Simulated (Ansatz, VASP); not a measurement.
## One calculation of N, two programs

INCAR

```
SYSTEM = N
PREC = Accurate
ENCUT = 520
EDIFF = 1E-6
ISMEAR = 0
SIGMA = 0.1
LREAL = .False.
LASPH = .True.
NELM = 100
ALGO = Normal
ISIF = 2
LWAVE = .False.
LCHARG = .True.
LDIPOL = .True.
IDIPOL = 3
DIPOL = 0.5 0.5 0.646
GGA = PE
IVDW = 12
LELF = .True.
LVHAR = .True.
LVACPOTAV = .True.
NBANDS = 12
```

KPOINTS

```
regular mesh
0
Gamma
  4 4 1
  0 0 0
```

POSCAR

```
N
1.0
    5.3647950069      0.0000000000      0.0000000000
   -2.6823975034      4.6460487620      0.0000000000
    0.0000000000      0.0000000000     23.1566367805
N
2
Direct
    0.4999641239     -0.0002222593      0.6218449414
    0.4999310700     -0.0003944642      0.6701386585
```

Input for Ansatz:

```yaml
crystal:
  lattice:
    - [5.3647950069, 0.0, 0.0]
    - [-2.6823975034, 4.646048762, 0.0]
    - [0.0, 0.0, 23.1566367805]
  atoms:
    - { symbol: "N", position: [0.4999641239, -0.0002222593, 0.6218449414] }
    - { symbol: "N", position: [0.49993107, -0.0003944642, 0.6701386585] }
basis:
  ecutwfc: 420
kpoints:
  mp_grid: { grid: [4, 4, 1] }
hamiltonian:
  xc: pbe
  dispersion: d3bj
scf:
  occupations: { method: gaussian, width: 0.1 }
output:
  forces: true
  eigenvalues: true
  write_density: true
  volumetric_format: npy
efield:
  axis: 3
  dipole_correction: true
  ramp_width: 0.04
```

Alike in both runs: task single point; functional PBE; dispersion D3(BJ); k mesh 4 × 4 × 1; occupations gaussian, width 0.1 eV; no spin polarisation.

|  | VASP | Ansatz |
| --- | --- | --- |
| version | VASP 6.6.1 | Ansatz 0.2.0 |
| potentials or method | VASP PAW PBE potentials, release 64 (N), cutoff 520 eV | scalar-relativistic, plane waves, PAW |
| valence electrons in the cell | 10 | 10 |

VASP gave:

| Quantity | Value |
| --- | --- |
| gap on the k mesh at the Fermi level (eV) | 7.91 |
| rms of the force components (eV/Å) | 0.434 |

Task: What did Ansatz give for the same quantities?

Result: gap on the k mesh at the Fermi level (eV): 7.95; rms of the force components (eV/Å): 1.232.

Atom by atom the forces differ by 0.799 eV/Å (rms over components). One of these differences is far larger than is usual between the two programs; its cause wasn't traced.

Noted on VASP's run: the standard files for N, O and F lose accuracy on very short bonds.
